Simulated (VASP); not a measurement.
AlCo: single point with PBEsol

AlCo:

```
Al Co
1.0
     2.81940    0.00000    0.00000
     0.00000    2.81940    0.00000
     0.00000    0.00000    2.81940
Al Co
1 1
Direct
  0.00000 0.00000 0.00000
  0.52660 0.50000 0.50000
```

This cell differs from its parent crystal: all Co atoms moved +0.075 Å, as atom 2 along Cartesian [1 0 0].

```yaml
Program: VASP 6.6.1
Task: single point
Functional: PBEsol
Potentials_or_basis: VASP PAW PBE potentials, release 64 (Al, Co)
Cutoff: 520 eV
k_mesh: 16 × 16 × 16
Occupations: gaussian, width 0.15 eV
Spin: no spin polarisation
Dipole_correction: no
Further_INCAR_settings: ALGO = Normal; EDIFF = 1e-06; NBANDS = 13
```

- Pressure: 1.3 GPa
- Largest force: 0.601 eV/Å
- Band gap on the k mesh: zero (bands 6 and 7 overlap by 2.62 eV)

Forces on the atoms (eV/Å):
```
Al   0.601  0.000  0.000
Co  -0.601  0.000  0.000
```

Stress tensor (GPa, compression positive):
```
1.01 0.00 0.00
0.00 1.38 0.00
0.00 0.00 1.38
```

Levels at points of the mesh, in eV from the Fermi level:
| k point | band 3 | band 4 | band 5 | band 6 | band 7 | band 8 | band 9 | band 10 |
| --- | --- | --- | --- | --- | --- | --- | --- | --- |
| (0.00, 0.00, 0.00) | -3.12 | -0.85 | -0.84 | -0.84 | 6.14 | 6.14 | 6.14 | 8.91 |
| (0.50, 0.00, 0.00) | -2.51 | -1.76 | -1.76 | -0.73 | 0.20 | 8.49 | 10.76 | 10.76 |
| (0.00, 0.50, 0.00) | -2.51 | -1.77 | -1.76 | -0.73 | 0.19 | 8.48 | 10.78 | 10.81 |
| (0.50, 0.50, 0.00) | -2.72 | -2.68 | -1.56 | -1.55 | -0.25 | 2.51 | 3.70 | 13.16 |
| (0.00, 0.50, 0.50) | -2.73 | -2.73 | -1.53 | -1.53 | -0.26 | 2.50 | 3.70 | 13.18 |
| (0.50, 0.50, 0.50) | -4.06 | -0.22 | -0.21 | 2.37 | 2.37 | 2.39 | 4.39 | 5.57 |

Wall time 120 s on 1 thread of Intel Xeon 8259CL, with other jobs on the host, peak memory 0.25 GiB.

Caveat: the cell differs from its parent crystal (all Co atoms moved +0.075 Å, as atom 2 along Cartesian [1 0 0]); the PAW data sets were made with another functional, which shifts forces and pressure a little; the run has no spin polarisation, though such a crystal can be magnetic. Spin polarisation is off, so any magnetic state and its effect on volume and gap are missing.
